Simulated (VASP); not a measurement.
Crystal: Cd2Mo.

```
CELL_PARAMETERS angstrom
0.00000 3.12658 3.12658
3.12658 0.00000 3.12658
3.12658 3.12658 0.00000
ATOMIC_POSITIONS crystal
Cd 0.25000 0.25000 0.25000
Cd 0.75000 0.75000 0.75000
Mo 0.00000 0.00000 0.00000
```

```yaml
Program: VASP 6.6.1
Task: relaxation of cell and atoms
Functional: PBE
Potentials_or_basis: VASP PAW PBE potentials, release 64 (Cd_sv_GW, Mo_sv)
Cutoff: 630 eV
k_mesh: 6 × 6 × 6
Occupations: gaussian, width 0.1 eV
Spin: no spin polarisation
```

At the start: pressure 12.1 GPa; volume 20.38 Å³/atom.

Task: How do energy, volume and symmetry change on relaxing?

Result: Over 3 steps the energy falls by 81.7 meV/atom and the volume is 22.81 Å³/atom (+12.0 %); space group Fm-3m (No. 225, to 0.1 Å) before and after.

Step by step:
```csv
step,energy change (eV),largest force (eV/Å),pressure (GPa),volume (Å³)
1,0.0000,0.0000,12.09,61.13
2,-0.0719,0.0000,-6.77,75.76
3,-0.2451,0.0000,-0.11,68.43
```

Final structure:
```cif
data_structure
_symmetry_space_group_name_H-M 'P 1'
_symmetry_Int_Tables_number 1
_cell_length_a 4.5912
_cell_length_b 4.5912
_cell_length_c 4.5912
_cell_angle_alpha 60.000
_cell_angle_beta 60.000
_cell_angle_gamma 60.000
_cell_volume 68.43
loop_
_atom_site_label
_atom_site_type_symbol
_atom_site_fract_x
_atom_site_fract_y
_atom_site_fract_z
_atom_site_occupancy
Cd1 Cd 0.25000 0.25000 0.25000 1
Cd2 Cd 0.75000 0.75000 0.75000 1
Mo1 Mo 0.00000 0.00000 0.00000 1
```
